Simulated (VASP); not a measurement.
# O2 in VASP: further runs, part 2 of 2

VASP 6.6.1.

**3. Relaxation of the atoms, PBEsol, collinear spin, ferromagnetic start**

Contents of INCAR:

```
SYSTEM = O
  PREC = Accurate
  ENCUT = 520
  EDIFF = 1E-6
  ISMEAR = 1
  SIGMA = 0.05
  LREAL = .False.
  LASPH = .True.
  NELM = 150
  ALGO = Normal
  ISIF = 2
  LWAVE = .False.
  LCHARG = .False.
  ISPIN = 2
  MAGMOM = 1 1
  LORBIT = 11
  GGA = PS
  IBRION = 2
  NSW = 80
  EDIFFG = -0.03
```

Contents of KPOINTS:

```
Automatic mesh
0
Gamma
  1 1 1
  0 0 0
```

Contents of POSCAR:

```
O
1.0
    9.0000000000      0.0000000000      0.0000000000
    0.0000000000      9.5000000000      0.0000000000
    0.0000000000      0.0000000000     10.0000000000
O
2
Direct
    0.5000000000      0.5000000000      0.4385000000
    0.5000000000      0.5000000000      0.5615000000
```

Potentials or basis: VASP PAW PBE potentials, release 64 (O).

Started as:

```sh
cat potpaw_PBE.64/O/POTCAR > POTCAR
mpirun -np 1 vasp_gam > vasp.out
```

OUTCAR:

```text
SYSTEM = O
   PREC = Accurate
   ENCUT = 520
   EDIFF = 1E-6
   ISMEAR = 1
   LREAL = .False.
   LASPH = .True.
   NELM = 150
   ISIF = 2
   ISPIN = 2
   LORBIT = 11
   GGA = PS
   IBRION = 2
   NSW = 80
   EDIFFG = -0.03

 ion  position               nearest neighbor table
   1  0.500  0.500  0.438-   2 1.23
   2  0.500  0.500  0.562-   1 1.23

  LATTYP: Found a simple orthorhombic cell.
 ALAT       =     9.0000000000
 B/A-ratio  =     1.0555555556
 C/A-ratio  =     1.1111111111

  Lattice vectors:

 A1 = (   9.0000000000,   0.0000000000,   0.0000000000)
 A2 = (   0.0000000000,   9.5000000000,   0.0000000000)
 A3 = (   0.0000000000,   0.0000000000,  10.0000000000)

Analysis of symmetry for initial positions (statically):
=====================================================================
 Subroutine PRICEL returns:
 Original cell was already a primitive cell.

 Routine SETGRP: Setting up the symmetry group for a
 simple orthorhombic supercell.

 Subroutine GETGRP returns: Found  8 space group operations
 (whereof  8 operations were pure point group operations)
 out of a pool of  8 trial point group operations.

The static configuration has the point symmetry D_2h.

Analysis of symmetry for dynamics (positions and initial velocities):
=====================================================================
 Subroutine PRICEL returns:
 Original cell was already a primitive cell.

 Routine SETGRP: Setting up the symmetry group for a
 simple orthorhombic supercell.

 Subroutine GETGRP returns: Found  8 space group operations
 (whereof  8 operations were pure point group operations)
 out of a pool of  8 trial point group operations.

The dynamic configuration has the point symmetry D_2h.

Analysis of structural, dynamic, and magnetic symmetry:
=====================================================================
 Subroutine PRICEL returns:
 Original cell was already a primitive cell.

[... 121 lines left out ...]
   NGX = 33   NGY = 35   NGZ = 37

--------------------------------------- Ionic step        1  -------------------------------------------

 number of electron      12.0000001 magnetization       2.0000001

 Free energy of the ion-electron system (eV)
  ---------------------------------------------------
  ext. energy  EPLUGINS =         0.00000000
  ---------------------------------------------------
  free energy    TOTEN  =       -10.27454492 eV

  energy without entropy =      -10.27744388  energy(sigma->0) =      -10.27551124

------------------------ aborting loop because EDIFF is reached ----------------------------------------

  FORCE on cell =-STRESS in cart. coord.  units (eV):
  Direction    XX          YY          ZZ          XY          YZ          ZX
  --------------------------------------------------------------------------------------
  -------------------------------------------------------------------------------------
  Total       -0.0707034     -0.0704702     -0.3335249     -0.0000000      0.0000000      0.0000000
  in kB       -0.1324905     -0.1320534     -0.6249894     -0.0000000      0.0000000      0.0000000
  external PRESSURE =      -0.2965111 kB  Pullay stress =       0.0000000 kB
[... 59 lines left out ...]
--------------------------------------- Ionic step        3  -------------------------------------------

 number of electron      12.0000002 magnetization       2.0000001

 Free energy of the ion-electron system (eV)
  ---------------------------------------------------
  ext. energy  EPLUGINS =         0.00000000
  ---------------------------------------------------
  free energy    TOTEN  =       -10.27484078 eV

  energy without entropy =      -10.27773973  energy(sigma->0) =      -10.27580709

 E-fermi :  -6.7174     XC(G=0):  -0.6425

 val. band max:       -6.7595000540   @ k =   0.0000   0.0000   0.0000
 cond. band min:      -4.4982855252   @ k =   0.0000   0.0000   0.0000
 fundamental gap:      2.2612145288
 Fermi energy:        -6.7174173941

 spin component 1

 k-point     1 :       0.0000    0.0000    0.0000
  band No.  band energies     occupation
      1     -32.4959      1.00000
      2     -20.3497      1.00000
      3     -13.3220      1.00000
      4     -13.2224      1.00000
      5     -13.2224      1.00000
      6      -6.7595      1.00005
      7      -6.7595      0.99995
      8      -0.2764      0.00000
      9       0.9031      0.00000
     10       1.2533      0.00000
     11       1.2838      0.00000
 Fermi energy:        -6.7174173941

 spin component 2

 k-point     1 :       0.0000    0.0000    0.0000
  band No.  band energies     occupation
      1     -31.2369      1.00000
      2     -18.5670      1.00000
      3     -12.3015      1.00000
      4     -11.3842      1.00000
      5     -11.3841      1.00000
      6      -4.4983      0.00000
      7      -4.4982      0.00000
      8      -0.1756      0.00000
      9       1.1373      0.00000
     10       1.3009      0.00000
     11       1.4059      0.00000
[... 27 lines left out ...]
  FREE ENERGIE OF THE ION-ELECTRON SYSTEM (eV)
  ---------------------------------------------------
  free  energy   TOTEN  =       -10.2748407760 eV

  energy  without entropy=      -10.2777397292  energy(sigma->0) =      -10.27580709

 reached required accuracy - stopping structural energy minimisation

 total charge

# of ion       s       p       d       tot
------------------------------------------
    1        1.609   3.281   0.000   4.890
    2        1.609   3.281   0.000   4.890
--------------------------------------------------
tot          3.217   6.563   0.000   9.780

 magnetization (x)

# of ion       s       p       d       tot
------------------------------------------
    1        0.009   0.800   0.000   0.809
    2        0.009   0.800   0.000   0.809
--------------------------------------------------
tot          0.018   1.600   0.000   1.618
```

OSZICAR:

```text
N       E                     dE             d eps       ncg     rms          rms(c)
DAV:   1     0.140477914302E+03    0.14048E+03   -0.28518E+03    52   0.593E+02
DAV:   2     0.396243560860E+02   -0.10085E+03   -0.93270E+02    74   0.104E+02
[... 54 lines left out ...]
DAV:  11    -0.102748183510E+02   -0.10675E-04   -0.50316E-07    50   0.686E-03    0.135E-03
DAV:  12    -0.102748262460E+02   -0.78949E-05   -0.34868E-07    47   0.422E-03    0.397E-04
DAV:  13    -0.102748323989E+02   -0.61529E-05   -0.18431E-07    47   0.387E-03    0.313E-04
DAV:  14    -0.102748375078E+02   -0.51090E-05   -0.21218E-07    47   0.344E-03    0.171E-04
DAV:  15    -0.102748398511E+02   -0.23433E-05   -0.38872E-08    47   0.151E-03    0.999E-05
DAV:  16    -0.102748407760E+02   -0.92484E-06   -0.10971E-08    50   0.737E-04
   3 F= -.10274841E+02 E0= -.10275807E+02  d E =-.295854E-03  mag=     2.0000
```

CONTCAR:

```text
O
   1.00000000000000
     9.0000000000000000    0.0000000000000000    0.0000000000000000
     0.0000000000000000    9.5000000000000000    0.0000000000000000
     0.0000000000000000    0.0000000000000000   10.0000000000000000
  O
     2
Direct
     0.5000000000000000    0.5000000000000000    0.4386408773048336
     0.5000000000000000    0.5000000000000000    0.5613591226951663

  0.00000000E+00  0.00000000E+00  0.00000000E+00
  0.00000000E+00  0.00000000E+00  0.00000000E+00
```

Run time: 3.9 min. Hardware: 1 thread of Intel Xeon Platinum 8488C (Sapphire Rapids), shared host; peak memory 1 GiB.

What came out:

* Free energy: -10.2748 eV
* Energy gained by relaxing: 0.1 meV/atom
* Ionic steps: 3
* Gap between the frontier levels: 2.26 eV
* Net moment: 2.00 μB per cell
* Site moments: O +0.81 μB
* Valence electrons inside the program's atomic spheres: O 4.89

Step by step:
```tsv
step	energy change (eV)	largest force (eV/Å)	pressure (GPa)
1	0.0000	0.2102	-0.03
2	0.0117	1.4065	0.09
3	-0.0003	0.0001	-0.01
```

Final structure:
```xyz
2
Lattice="9.0000 0.0000 0.0000 0.0000 9.5000 0.0000 0.0000 0.0000 10.0000" Properties=species:S:1:pos:R:3 pbc="T T T"
O     4.5000    4.7500    4.3864
O     4.5000    4.7500    5.6136
```

Caveat: the standard files for N, O and F lose accuracy on very short bonds; the PAW data sets were made with another functional, which shifts forces and pressure a little.
